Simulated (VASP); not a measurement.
Input of a VASP 6.6.1 run:

Contents of INCAR:

```
  PREC = Accurate
  ENCUT = 600
  EDIFF = 1E-7
  ISMEAR = -1
  SIGMA = 0.05
  LREAL = F
  LASPH = T
  NELM = 80
  ALGO = Normal
  ISIF = 3
  LWAVE = F
  LCHARG = F
  GGA = PE
  IBRION = 2
  NSW = 60
  EDIFFG = -0.01
  PSTRESS = 50.0
```

Contents of KPOINTS:

```
regular mesh
0
Gamma
  6 6 9
```

File POSCAR:

```
TiO2
1.0
    4.5998373239      0.0000000000      0.0000000000
    0.0000000000      4.5998373239      0.0000000000
    0.0000000000      0.0000000000      2.9592135600
Ti O
2 4
Direct
    0.0000000000      0.0000000000      0.5000000000
    0.5000000000      0.5000000000      0.0000000000
    0.3043213200      0.3043213200      0.5000000000
    0.1956786800      0.8043213200      0.0000000000
    0.8043213200      0.1956786800      0.0000000000
    0.6956786800      0.6956786800      0.5000000000
```

Potentials or basis: VASP PAW PBE potentials, release 64 (Ti_sv, O).

Run with:

```sh
$ cat potpaw_PBE.64/Ti_sv/POTCAR potpaw_PBE.64/O/POTCAR > POTCAR
$ mpirun -np 1 vasp_std > vasp.out
```

Predict the band gap on the k mesh.

1.84 eV.

Estimate the space group after relaxing (to 0.1 Å).

P4_2/mnm (No. 136).

Forces in eV/Å, atoms in the order of the input:
```
Ti   0.000  0.000  0.000
Ti   0.000  0.000  0.000
O    0.003  0.003  0.000
O   -0.003  0.003  0.000
O    0.003 -0.003  0.000
O   -0.003 -0.003  0.000
```

Caveat: the cell is relaxed towards a set pressure, so the run minimises the enthalpy, not the energy; an odd mesh through Γ misses points on the zone boundary, where band edges can lie.
